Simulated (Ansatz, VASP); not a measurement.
**RbOs: VASP beside Ansatz**

Contents of INCAR:

```
SYSTEM = RbOs
PREC = Accurate
ENCUT = 520
EDIFF = 1E-6
ISMEAR = 0
SIGMA = 0.1
LREAL = .FALSE.
LASPH = .TRUE.
NELM = 60
ALGO = Normal
ISIF = 2
LWAVE = .FALSE.
LCHARG = .FALSE.
GGA = PE
NBANDS = 16
```

File KPOINTS:

```
regular mesh
0
G
  6 6 4
  0 0 0
```

File POSCAR:

```
RbOs
1.0
    4.4490254700      0.0000000000      0.0000000000
   -2.2245127400      3.8529690800      0.0000000000
    0.0000000000      0.0000000000      5.9904030400
Rb Os
1 1
Direct
    0.3333333300      0.6666666700      0.5000000000
    0.0000000000      0.0000000000      0.0000000000
```

Input for Ansatz:

```yaml
crystal:
  lattice:
    - [4.44902547, 0.0, 0.0]
    - [-2.22451274, 3.85296908, 0.0]
    - [0.0, 0.0, 5.99040304]
  atoms:
    - { symbol: Rb, position: [0.33333333, 0.66666667, 0.5] }
    - { symbol: Os, position: [0.0, 0.0, 0.0] }
basis:
  ecutwfc: 420
kpoints:
  mp_grid: { grid: [6, 6, 4] }
hamiltonian:
  xc: pbe
scf:
  occupations: { method: gaussian, width: 0.1 }
  lower_state_search: "off"
output:
  forces: true
  stress: true
  eigenvalues: true
```

Alike in both runs: task single point; functional PBE; k mesh 6 × 6 × 4; occupations gaussian, width 0.1 eV; no spin polarisation.

```csv
,VASP,Ansatz
version,VASP 6.6.1,Ansatz 0.2.0
potentials or method,"VASP PAW PBE potentials, release 64 (Rb_sv, Os), cutoff 520 eV","scalar-relativistic, plane waves, PAW"
valence electrons in the cell,17,25
```

```csv
,VASP,Ansatz,Ansatz less VASP
gap on the k mesh at the Fermi level (eV),none,none,-
pressure (GPa),-4.2,-4.2,-0.01
"traceless stress, the component that is largest in VASP (GPa)",0.45,0.48,+0.036
```

A gap of «none» marks a metal or a gap that the smearing closes. VASP's potentials hold 17 valence electrons a cell and Ansatz's 25, so a difference there can come from the potentials and not from the codes.

Spin-orbit coupling is off throughout.
